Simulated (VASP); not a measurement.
# Sn (C2/m) in VASP: single point with PBEsol

Aim: the single point of Sn with PBEsol.

Everything below comes from runs of VASP 6.6.1. Logs are shortened: lines on timing, memory, paths and dates and some standing lists are left out, and cuts for length are marked.

### Step 1. The cell of the first run

Symmetry: C2/m, No. 12, monoclinic system. Conventional cell: a = 5.668 Å, b = 3.551 Å, c = 3.454 Å, α = 90.00°, β = 124.48°, γ = 90.00°. Within 4.4 Å of Sn (site symmetry 2/m) lie 12 Sn at 3.34 to 3.55 Å.

### Step 2. Single point, PBEsol (strain +0.0525 x Voigt [0, 0, 0, 0, 1, 0])

The input, INCAR:

```
SYSTEM = Sn
ALGO = Fast ; EDIFF = 1E-6
ENCUT = 520 ; GGA = PS
ISIF = 2 ; ISMEAR = 0
LASPH = .TRUE. ; LCHARG = .TRUE.
LELF = .TRUE. ; LREAL = .FALSE.
LVHAR = .TRUE. ; LWAVE = .FALSE.
NBANDS = 13 ; NELM = 80
PREC = Accurate ; SIGMA = 0.15
```

The input, KPOINTS:

```
k-points
0
G
  20 20 20
  0 0 0
```

The input, POSCAR:

```
Sn
1.0
   -1.6651575225      1.7755470000      2.2930203512
    1.7879204775     -1.7755470000      2.3836636487
    1.6651575225      1.7755470000     -2.2930203512
Sn
1
Direct
    0.0000000000      0.0000000000      0.0000000000
```

Potentials or basis: VASP PAW PBE potentials, release 64 (Sn_d).

On the command line:

```
cat potpaw_PBE.64/Sn_d/POTCAR > POTCAR
mpirun -np 1 vasp_std > vasp.out
```

OUTCAR:

```text
SYSTEM = Sn
   EDIFF = 1E-6
   ENCUT = 520
   GGA = PS
   ISIF = 2
   ISMEAR = 0
   LASPH = .TRUE.
   LREAL = .FALSE.
   NELM = 80
   PREC = Accurate

 ion  position               nearest neighbor table
   1  0.000  0.000  0.000-

  LATTYP: Found a base centered monoclinic cell.
 ALAT       =     5.6676950891
 B/A-ratio  =     0.6265499368
 C/A-ratio  =     0.6094660059
 COS(beta)  =    -0.5661606836

  Lattice vectors:

 A1 = (  -1.6651575225,   1.7755470000,   2.2930203512)
 A2 = (  -1.6651575225,  -1.7755470000,   2.2930203512)
 A3 = (   3.4530780000,   0.0000000000,   0.0906432975)

Analysis of symmetry for initial positions (statically):
=====================================================================
 Subroutine PRICEL returns:
 Original cell was already a primitive cell.

 Routine SETGRP: Setting up the symmetry group for a
 base centered monoclinic supercell.

 Subroutine GETGRP returns: Found  4 space group operations
 (whereof  4 operations were pure point group operations)
 out of a pool of  4 trial point group operations.

The static configuration has the point symmetry C_2h.

Analysis of symmetry for dynamics (positions and initial velocities):
=====================================================================
 Subroutine PRICEL returns:
 Original cell was already a primitive cell.

 Routine SETGRP: Setting up the symmetry group for a
 base centered monoclinic supercell.

 Subroutine GETGRP returns: Found  4 space group operations
 (whereof  4 operations were pure point group operations)
 out of a pool of  4 trial point group operations.

The dynamic configuration has the point symmetry C_2h.

 Subroutine INISYM returns: Found  4 space group operations
 (whereof  4 operations are pure point group operations),
 and found     1 'primitive' translations

----------------------------------------------------------------------------------------

                                     Primitive cell

  volume of cell :      28.6535

  direct lattice vectors                    reciprocal lattice vectors
    -1.665157522  1.775547000  2.293020351    -0.005616822  0.281603359  0.213974162
     1.787920477 -1.775547000  2.383663649     0.284179568  0.000000000  0.206367006
     1.665157522  1.775547000 -2.293020351     0.289796390  0.281603359 -0.007607155

  length of vectors
     3.344138014  3.468584607  3.344138014     0.353718734  0.351205592  0.404153768

  position of ions in fractional coordinates (direct lattice)
     0.000000000  0.000000000  0.000000000

  ion indices of the primitive-cell ions
   primitive index   ion index
                 1           1

----------------------------------------------------------------------------------------

 KPOINTS: k-points

Automatic generation of k-mesh.
 Grid dimensions read from file:
 generate k-points for:   20   20   20

 Generating k-lattice:

  Cartesian coordinates                     Fractional coordinates (reciprocal lattice)
    -0.000280841  0.014080168  0.010698708     0.050000000  0.000000000  0.000000000
     0.014208978  0.000000000  0.010318350     0.000000000  0.050000000  0.000000000
     0.014489819  0.014080168 -0.000380358    -0.000000000  0.000000000  0.050000000

  Length of vectors
     0.017685937  0.017560280  0.020207688

  Shift w.r.t. Gamma in fractional coordinates (k-lattice)
     0.000000000  0.000000000  0.000000000

 Subroutine IBZKPT returns following result:
 ===========================================

 Found   2112 irreducible k-points:

 Following reciprocal coordinates:
            Coordinates               Weight
  0.000000  0.000000  0.000000      1.000000
  0.050000 -0.000000  0.000000      4.000000
  0.100000  0.000000  0.000000      4.000000
  0.150000  0.000000  0.000000      4.000000
  0.200000  0.000000  0.000000      4.000000
  0.250000  0.000000 -0.000000      4.000000
[... 16 lines left out ...]
 -0.450000  0.050000  0.000000      4.000000
 -0.400000  0.050000 -0.000000      4.000000
 [... further k-points ...]
   k-points           NKPTS =   2112   k-points in BZ     NKDIM =   2112   number of bands    NBANDS=     13
   number of dos      NEDOS =    301   number of ions     NIONS =      1
   total plane-waves  NPLWV =  21952
   dimension x,y,z NGX =    28 NGY =   28 NGZ =   28
   dimension x,y,z NGXF=    56 NGYF=   56 NGZF=   56
   ions per type =               1
   NGX,Y,Z   is equivalent  to a cutoff of  13.92, 13.42, 13.92 a.u.
   NGXF,Y,Z  is equivalent  to a cutoff of  27.84, 26.84, 27.84 a.u.
 SYSTEM =  Sn
   PREC   = accura    normal or accurate (medium, high low for compatibility)
   ISTART =      0    job   : 0-new  1-cont  2-samecut
   ICHARG =      2    charge: 1-file 2-atom 10-const
   ISPIN  =      1    spin polarized calculation?
   LNONCOLLINEAR =      F non collinear calculations
   LSORBIT =      F    spin-orbit coupling
   LASPH  =      T    aspherical Exc in radial PAW
   ENCUT  =  520.0 eV  38.22 Ry    6.18 a.u.   6.22  6.45  6.22*2*pi/ulx,y,z
   NELM   =     80;   NELMIN=  2; NELMDL= -5     # of ELM steps
   EDIFF  = 0.1E-05   stopping-criterion for ELM
   LREAL  =      F    real-space projection
[... 7 lines left out ...]
   TEBEG  =    0.0;   TEEND  =   0.0 temperature during run
   PSTRESS=    0.0 pullay stress
   NELECT =      14.0000    total number of electrons
   NUPDOWN=      -1.0000    fix difference up-down
   EMIN   =  10.00;   EMAX   =-10.00  energy-range for DOS
   EFERMI =   0.00;   METHOD = LEGACY
   ISMEAR =     0;   SIGMA  =   0.15  broadening in eV -4-tet -1-fermi 0-gaus
   EFERMI_NEDOS =   21; number of points for ismear=-14 and -15
   IALGO  =     68    algorithm
   IMIX   =      4    mixing-type and parameters
     AMIX     =   0.40;   BMIX     =  1.00
     AMIX_MAG =   1.60;   BMIX_MAG =  1.00
  volume/ion in A,a.u.               =      28.65       193.36
  Fermi-wavevector in a.u.,A,eV,Ry     =   1.289412  2.436636 22.620825  1.662584
  Thomas-Fermi vector in A             =   2.421307
   LORBIT       =      0    0 simple, 1 ext, 2 COOP (PROOUT), +10 PAW based schemes
   GGA     = PS    functional components
   LHFCALC =     F    Hartree Fock is set to
   AEXX    =    0.0000 exact exchange contribution
   IVDW    =     0    specifies the selected vdW correction
   LEPSILON=     F    determine dielectric tensor
   LRPA    =     F    only Hartree local field effects (RPA)
 non-spin polarized calculation
 RMM-DIIS sequential band-by-band and
 Gauss-broadening in eV      SIGMA  =   0.15
  energy-cutoff  :      520.00
  volume of cell :       28.65
 maximum number of plane-waves:       793
 NGX is ok and might be reduce to    28
   NGX = 13   NGY = 13   NGZ = 13

 number of electron      13.9999999 magnetization

 Free energy of the ion-electron system (eV)
  ---------------------------------------------------
  ext. energy  EPLUGINS =         0.00000000
  ---------------------------------------------------
  free energy    TOTEN  =        -4.20776132 eV

  energy without entropy =       -4.20165435  energy(sigma->0) =       -4.20470783

 E-fermi :   7.3753     XC(G=0): -10.2553

 val. band max:        7.3737637238   @ k =   0.2500  -0.4000   0.1500
 cond. band min:       7.3757229224   @ k =  -0.3500   0.3000   0.1500
 fundamental gap:      0.0019591986
 Fermi energy:         7.3752997123

 k-point     1 :       0.0000    0.0000    0.0000
  band No.  band energies     occupation
      1     -14.0963      2.00000
      2     -14.0856      2.00000
      3     -14.0479      2.00000
      4     -14.0236      2.00000
      5     -13.9899      2.00000
      6      -3.4248      2.00000
      7      14.1373      0.00000
      8      14.3863      0.00000
      9      15.1649      0.00000
     10      18.1710      0.00000
     11      18.4445      0.00000
     12      18.5011      0.00000
     13      19.3393      0.00000

 k-point     2 :       0.0500   -0.0000    0.0000
  band No.  band energies     occupation
      1     -14.0949      2.00000
      2     -14.0838      2.00000
      3     -14.0474      2.00000
      4     -14.0233      2.00000
      5     -13.9902      2.00000
      6      -3.3765      2.00000
      7      13.7842      0.00000
      8      14.1693      0.00000
      9      14.9862      0.00000
     10      17.7916      0.00000
     11      18.5771      0.00000
     12      19.0117      0.00000
     13      19.8735      0.00000

 k-point     3 :       0.1000    0.0000    0.0000
  band No.  band energies     occupation
      1     -14.0915      2.00000
      2     -14.0792      2.00000
      3     -14.0458      2.00000
      4     -14.0218      2.00000
      5     -13.9909      2.00000
      6      -3.2317      2.00000
      7      12.5516      0.00000
      8      13.9865      0.00000
      9      14.7307      0.00000
     10      17.4996      0.00000
     11      18.9031      0.00000
     12      19.4116      0.00000
     13      20.8202      0.00000
[... 305 lines left out ...]
 k-point    23 :      -0.4500    0.0500    0.0000
  band No.  band energies     occupation
      1     -14.0898      2.00000
      2     -14.0711      2.00000
      3     -14.0441      2.00000
      4     -13.9657      2.00000
      5     -13.9325      2.00000
      6       0.0349      2.00000
      7       3.6821      2.00000
      8      12.3111      0.00000
      9      13.1933      0.00000
     10      16.6757      0.00000
     11      17.3136      0.00000
     12      18.5670      0.00000
     13      19.2785      0.00000

 k-point    24 :      -0.4000    0.0500   -0.0000
  band No.  band energies     occupation
      1     -14.0891      2.00000
      2     -14.0694      2.00000
      3     -14.0426      2.00000
      4     -13.9724      2.00000
      5     -13.9416      2.00000
      6      -0.6201      2.00000
      7       4.6959      2.00000
      8      12.5809      0.00000
      9      13.1886      0.00000
     10      16.7017      0.00000
     11      17.2507      0.00000
     12      18.7814      0.00000
     13      19.7165      0.00000

 [... further k-points ...]

------------------------ aborting loop because EDIFF is reached ----------------------------------------

  FORCE on cell =-STRESS in cart. coord.  units (eV):
  Direction    XX          YY          ZZ          XY          YZ          ZX
  --------------------------------------------------------------------------------------
  -------------------------------------------------------------------------------------
  Total       -0.5924225     -0.6711594     -0.6093886      0.0000000      0.0000000     -0.1149197
  in kB      -33.1256855    -37.5283128    -34.0743584      0.0000000      0.0000000     -6.4258085
  external PRESSURE =     -34.9094523 kB  Pullay stress =       0.0000000 kB

 VOLUME and BASIS-vectors are now :
 -----------------------------------------------------------------------------
  energy-cutoff  :      520.00
  volume of cell :       28.65
      direct lattice vectors                 reciprocal lattice vectors
    -1.665157522  1.775547000  2.293020351    -0.005616822  0.281603359  0.213974162
     1.787920477 -1.775547000  2.383663649     0.284179568  0.000000000  0.206367006
     1.665157522  1.775547000 -2.293020351     0.289796390  0.281603359 -0.007607155

 POSITION                                       TOTAL-FORCE (eV/Angst)
 -----------------------------------------------------------------------------------
      0.00000      0.00000      0.00000        -0.000000     -0.000000     -0.000000
 -----------------------------------------------------------------------------------
    total drift:                                0.000000     -0.000000      0.000000

  FREE ENERGIE OF THE ION-ELECTRON SYSTEM (eV)
  ---------------------------------------------------
  free  energy   TOTEN  =        -4.2077613195 eV

  energy  without entropy=       -4.2016543475  energy(sigma->0) =       -4.20470783
```

Run time: 8.4 min. Hardware: 1 thread of Oxide Virtual Turin-like, shared host; peak memory 0.73 GiB.

Results:

```
Free energy            : -4.2078 eV
Pressure               : -3.5 GPa
Band gap on the k mesh : zero (bands 7 and 8 overlap by 8.75 eV)
```

Stress tensor (GPa, compression positive):
```
-3.31  0.00 -0.64
 0.00 -3.75  0.00
-0.64  0.00 -3.41
```

Caveat: the cell differs from its parent crystal (strain +0.0525 x Voigt [0, 0, 0, 0, 1, 0]); the cell stands under tension; the PAW data sets were made with another functional, which shifts forces and pressure a little; spin-orbit coupling is left out, which moves the levels of the heavy elements.
